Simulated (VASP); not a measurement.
# Re (P6_3/mmc) in VASP: notebook, part 2 of 2

VASP 6.6.1. The steps go on from the part before.

### Step 3. Single point, PBE

INCAR

```
PREC = Accurate
ENCUT = 520
EDIFF = 1E-6
ISMEAR = 1
SIGMA = 1.0
LREAL = F
LASPH = T
NELM = 100
ALGO = Normal
ISIF = 2
LWAVE = F
LCHARG = T
GGA = PE
LELF = T
LVHAR = T
NBANDS = 14
```

KPOINTS

```
regular mesh
0
Gamma
  13 13 7
```

POSCAR

```
Re
1.0
    2.7768706464      0.0000000000      0.0000000000
   -1.3884353232      2.4048405228      0.0000000000
    0.0000000000      0.0000000000      4.4788142384
Re
2
Direct
    0.3333333333      0.6666666667      0.2500000000
    0.6666666667      0.3333333333      0.7500000000
```

Potentials or basis: VASP PAW PBE potentials, release 64 (Re).

Run with:

```
$ cat potpaw_PBE.64/Re/POTCAR > POTCAR
$ mpirun -np 1 vasp_std > vasp.out
```

OUTCAR:

```text
PREC = Accurate
   ENCUT = 520
   EDIFF = 1E-6
   ISMEAR = 1
   LREAL = F
   LASPH = T
   NELM = 100
   ISIF = 2
   GGA = PE

 ion  position               nearest neighbor table
   1  0.333  0.667  0.250-   2 2.75   2 2.75   2 2.75   2 2.75   2 2.75   2 2.75
   2  0.667  0.333  0.750-   1 2.75   1 2.75   1 2.75   1 2.75   1 2.75   1 2.75

  LATTYP: Found a hexagonal cell.
 ALAT       =     2.7768706464
 C/A-ratio  =     1.6128998462

  Lattice vectors:

 A1 = (   2.7768706464,   0.0000000000,   0.0000000000)
 A2 = (  -1.3884353232,   2.4048405228,   0.0000000000)
 A3 = (   0.0000000000,   0.0000000000,   4.4788142384)

Analysis of symmetry for initial positions (statically):
=====================================================================
 Subroutine PRICEL returns:
 Original cell was already a primitive cell.

 Routine SETGRP: Setting up the symmetry group for a
 hexagonal supercell.

 Subroutine GETGRP returns: Found 24 space group operations
 (whereof 12 operations were pure point group operations)
 out of a pool of 24 trial point group operations.

[... 169 lines left out ...]
 fundamental gap:      0.0261819955
 Fermi energy:         7.7034415136

 k-point     1 :       0.0000    0.0000    0.0000
  band No.  band energies     occupation
      1      -2.0683      2.00000
      2       1.1824      2.00000
      3       6.1431      2.04980
      4       6.1431      2.04980
      5       6.1657      2.05188
      6       6.9612      1.94755
      7       6.9612      1.94755
      8       7.8667      0.72772
      9       7.8667      0.72772
     10       8.2872      0.17480
     11      10.9782     -0.00004
     12      10.9782     -0.00004
     13      17.5040     -0.00000
     14      21.8009     -0.00000
[... 377 lines left out ...]
      1      -0.9431      2.00000
      2       2.0141      2.00000
      3       5.0940      2.00140
      4       5.4231      2.00584
      5       6.2087      2.05577
      6       6.6893      2.05307
      7       6.9905      1.92862
      8       7.4893      1.35340
      9       7.9185      0.64509
     10       8.0728      0.41959
     11      11.2993     -0.00000
     12      13.0584     -0.00000
     13      18.4471     -0.00000
     14      23.1663     -0.00000

 [... further k-points ...]
[... 5 lines left out ...]
  --------------------------------------------------------------------------------------
  -------------------------------------------------------------------------------------
  Total       -0.0834219     -0.0834219     -0.2852773      0.0000000      0.0000000      0.0000000
  in kB       -4.4687446     -4.4687446    -15.2817393      0.0000000      0.0000000      0.0000000
  external PRESSURE =      -8.0730762 kB  Pullay stress =       0.0000000 kB

 VOLUME and BASIS-vectors are now :
 -----------------------------------------------------------------------------
  energy-cutoff  :      520.00
  volume of cell :       29.91
      direct lattice vectors                 reciprocal lattice vectors
     2.776870646  0.000000000  0.000000000     0.360117603  0.207913995  0.000000000
    -1.388435323  2.404840523  0.000000000     0.000000000  0.415827990  0.000000000
     0.000000000  0.000000000  4.478814238     0.000000000  0.000000000  0.223273381

 POSITION                                       TOTAL-FORCE (eV/Angst)
 -----------------------------------------------------------------------------------
     -0.00000      1.60323      1.11970        -0.000000     -0.000000      0.000000
      1.38844      0.80161      3.35911         0.000000      0.000000      0.000000
 -----------------------------------------------------------------------------------
    total drift:                               -0.000000      0.000000     -0.000000

  FREE ENERGIE OF THE ION-ELECTRON SYSTEM (eV)
  ---------------------------------------------------
  free  energy   TOTEN  =       -24.8336602457 eV

  energy  without entropy=      -24.8555771489  energy(sigma->0) =      -24.84096588
```

stdout:

```text
POSCAR found type information on POSCAR Re
 POSCAR found :  1 types and       2 ions
 scaLAPACK will be used
 LDA part: xc-table for (Slater+PW92), standard interpolation
 POSCAR, INCAR and KPOINTS ok, starting setup
 FFT: planning ... GRIDC
 FFT: planning ... GRID_SOFT
 FFT: planning ... GRID
 WAVECAR not read
 entering main loop
```

It took 39 s on 1 thread of AMD EPYC 7R13 (Zen 3), shared host; peak memory 0.14 GiB.

Results:

| Quantity | Value |
| --- | --- |
| Free energy | -24.8337 eV |
| Pressure | -0.8 GPa |
| Band gap on the k mesh | zero (band 7 reaches 8.84 eV, above the bottom of band 8 at 6.14 eV) |

Caveat: spin-orbit coupling is left out, which moves the levels of the heavy elements.

### Step 4. Single point, PBE

INCAR

```
SYSTEM = Re
PREC = Accurate ; ENCUT = 520
EDIFF = 1E-7 ; ISMEAR = -1
SIGMA = 0.1 ; LREAL = .False.
LASPH = .True. ; NELM = 60
ALGO = Normal ; ISIF = 2
LWAVE = .False. ; LCHARG = .False.
GGA = PE ; NBANDS = 14
```

KPOINTS

```
Automatic mesh
0
Gamma
  14 14 8
  0 0 0
```

POSCAR is that of step 3.

Run with:

```
$ cat potpaw_PBE.64/Re/POTCAR > POTCAR
$ mpirun -np 1 vasp_std > vasp.out
```

Run time: 57 s. Hardware: 1 thread of AMD EPYC 7R13 (Zen 3), shared host; peak memory 0.15 GiB.

The run converged. Its results:

| Property | Result |
| --- | --- |
| Free energy | -24.8804 eV |
| Pressure | -0.4 GPa |
| Band gap on the k mesh | zero (band 7 reaches 9.21 eV, above the bottom of band 8 at 6.01 eV) |

Stress tensor (GPa, compression positive):
```
-0.62  0.00  0.00
 0.00 -0.62  0.00
 0.00  0.00 -0.09
```

Levels at points of the mesh, in eV from the Fermi level:
| k point | band 5 | band 6 | band 7 | band 8 | band 9 | band 10 |
| --- | --- | --- | --- | --- | --- | --- |
| (0.00, 0.00, 0.00) | -1.51 | -0.71 | -0.71 | 0.19 | 0.19 | 0.61 |
| (0.50, 0.00, 0.00) | -1.72 | -1.33 | -0.57 | 3.87 | 4.28 | 4.39 |
| (0.00, 0.00, 0.50) | -1.66 | -1.66 | -1.66 | -1.66 | 2.50 | 2.50 |
| (0.50, 0.00, 0.50) | 0.40 | 0.40 | 0.90 | 0.90 | 4.17 | 4.17 |

Caveat: spin-orbit coupling is left out, which moves the levels of the heavy elements.

### Step 5. Single point, PBE

INCAR

```
SYSTEM = Re
PREC = Accurate
ENCUT = 520
EDIFF = 1E-6
ISMEAR = -1
SIGMA = 0.1
LREAL = .FALSE.
LASPH = .TRUE.
NELM = 100
ALGO = Normal
ISIF = 2
LWAVE = .FALSE.
LCHARG = .TRUE.
GGA = PE
LELF = .TRUE.
LVHAR = .TRUE.
NBANDS = 14
```

KPOINTS

```
regular mesh
0
G
  19 19 10
  0 0 0
```

POSCAR is that of step 4.

Run with:

```
$ cat potpaw_PBE.64/Re/POTCAR > POTCAR
$ mpirun -np 1 vasp_std > vasp.out
```

Wall time 93 s (1 thread of AMD EPYC 7R13 (Zen 3), shared host); peak memory 0.2 GiB.

The run converged. Its results:

```yaml
Free_energy: -24.8784 eV
Pressure: -0.5 GPa
Band_gap_on_the_k_mesh: zero (band 7 reaches 9.01 eV, above the bottom of band 8 at 6.02 eV)
```

Levels at points of the mesh, in eV from the Fermi level:
| k point | band 4 | band 5 | band 6 | band 7 | band 8 | band 9 | band 10 | band 11 |
| --- | --- | --- | --- | --- | --- | --- | --- | --- |
| (0.00, 0.00, 0.00) | -1.54 | -1.52 | -0.72 | -0.72 | 0.18 | 0.18 | 0.60 | 3.29 |
| (0.00, 0.00, 0.50) | -2.32 | -1.67 | -1.67 | -1.67 | -1.67 | 2.49 | 2.49 | 2.49 |

Caveat: spin-orbit coupling is left out, which moves the levels of the heavy elements.

### Step 6. Single point, PBE

INCAR

```
PREC     = Accurate       # precision mode
ENCUT    = 500            # plane-wave cutoff, eV
EDIFF    = 1E-6           # SCF threshold, eV
ISMEAR   = -1             # smearing method
SIGMA    = 0.1            # smearing width, eV
LREAL    = False          # projectors in reciprocal space
LASPH    = True           # aspherical terms in the spheres
NELM     = 120            # most SCF steps
ALGO     = Normal         # electronic algorithm
ISIF     = 2              # what is computed and relaxed
LWAVE    = False          # write WAVECAR
LCHARG   = True           # write CHGCAR
GGA      = PE             # functional
LELF     = True           # ELF
LVHAR    = True         
NBANDS   = 22             # bands
GGA_COMPAT= False
```

KPOINTS

```
regular mesh
0
Gamma
  2 2 1
```

POSCAR is that of step 5.

Potentials or basis: VASP PAW PBE potentials, release 64 (Re_sv_GW).

Run with:

```
$ cat potpaw_PBE.64/Re_sv_GW/POTCAR > POTCAR
$ mpirun -np 1 vasp_std > vasp.out
```

It took 9.8 s on 1 thread of Intel Xeon Platinum 8488C (Sapphire Rapids), shared host; peak memory 0.14 GiB.

The run converged. Its results:

* Free energy: -28.2545 eV
* Pressure: -6.7 GPa
* Band gap on the k mesh: 0.81 eV, indirect (least direct gap 1.07 eV)

Stress tensor (GPa, compression positive):
```
-38.96   0.00   0.00
  0.00 -38.96   0.00
  0.00   0.00  57.87
```

Levels at points of the mesh, in eV from the valence-band top:
| k point | band 12 | band 13 | band 14 | band 15 | band 16 | band 17 | band 18 | band 19 |
| --- | --- | --- | --- | --- | --- | --- | --- | --- |
| (0.00, 0.00, 0.00) | -1.09 | -0.91 | -0.27 | -0.27 | 0.81 | 0.81 | 1.10 | 3.92 |
| (0.50, 0.00, 0.00) | -1.29 | -1.22 | -0.76 | 0.00 | 4.38 | 4.91 | 4.93 | 6.50 |

Caveat: the k points lie up to 1.40 Å⁻¹ apart; spin-orbit coupling is left out, which moves the levels of the heavy elements. A k mesh can miss the band edges.

### Step 7. Summary

```csv
potentials or basis,k mesh,cutoff (eV),smearing,second run,gap on the mesh (eV),pressure (GPa)
"VASP PAW PBE potentials, release 64 (Re)",13 × 13 × 7,520,methfessel-paxton 0.03 eV,-,none,-0.8
"VASP PAW PBE potentials, release 64 (Re)",13 × 13 × 7,520,methfessel-paxton 1 eV,-,none,-0.8
"VASP PAW PBE potentials, release 64 (Re)",14 × 14 × 8,520,fermi-dirac 0.1 eV,-,none,-0.4
"VASP PAW PBE potentials, release 64 (Re)",19 × 19 × 10,520,fermi-dirac 0.1 eV,-,none,-0.5
"VASP PAW PBE potentials, release 64 (Re_sv_GW)",2 × 2 × 1,500,fermi-dirac 0.1 eV,valence_matched,0.81,-6.7
```

Alike in all rows: task single point; level PBE; no spin polarisation; cell as given.

Caveats: some runs use coarse meshes; spin-orbit coupling is left out, which moves the levels of the heavy elements.

Absolute energies hang on the potentials; compare differences alone.
